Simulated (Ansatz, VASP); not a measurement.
## Nb8N5: VASP beside Ansatz

```
Nb N
1.0
     3.07030   -4.40725    0.00000
     3.07030    4.40725    0.00000
     0.00000    0.00000    6.23808
Nb N
8 5
Direct
  0.24514 0.24514 0.75073
  0.75486 0.75486 0.24927
  0.75486 0.75486 0.75073
  0.24514 0.24514 0.24927
  0.74708 0.25292 0.50000
  0.24834 0.75166 0.00000
  0.75166 0.24834 0.00000
  0.25292 0.74708 0.50000
  0.50000 0.50000 0.00000
  0.50000 0.00000 0.74843
  0.00000 0.50000 0.25157
  0.00000 0.50000 0.74843
  0.50000 0.00000 0.25157
```

Alike in both runs: task single point; functional LDA; k mesh 6 × 6 × 4; occupations gaussian, width 0.05 eV; no spin polarisation.

|  | VASP | Ansatz |
| --- | --- | --- |
| version | VASP 6.6.1 | Ansatz 0.2.0 |
| potentials or method | VASP PAW LDA potentials, release 64 (Nb_sv, N), cutoff 520 eV | scalar-relativistic, plane waves, PAW |
| valence electrons in the cell | 129 | 129 |

```csv
,VASP,Ansatz,Ansatz less VASP
gap on the k mesh at the Fermi level (eV),none,none,-
pressure (GPa),-16.4,-16.4,+0.03
"traceless stress, the component that is largest in VASP (GPa)",-0.77,-0.76,+0.010
rms of the force components (eV/Å),0.164,0.163,-0.0009
```

LDA's correlation is that of Perdew and Zunger in VASP and of Perdew and Wang (1992) in Ansatz. Atom by atom the forces differ by 0.002 eV/Å (rms over components). A gap of «none» marks a metal or a gap that the smearing closes.
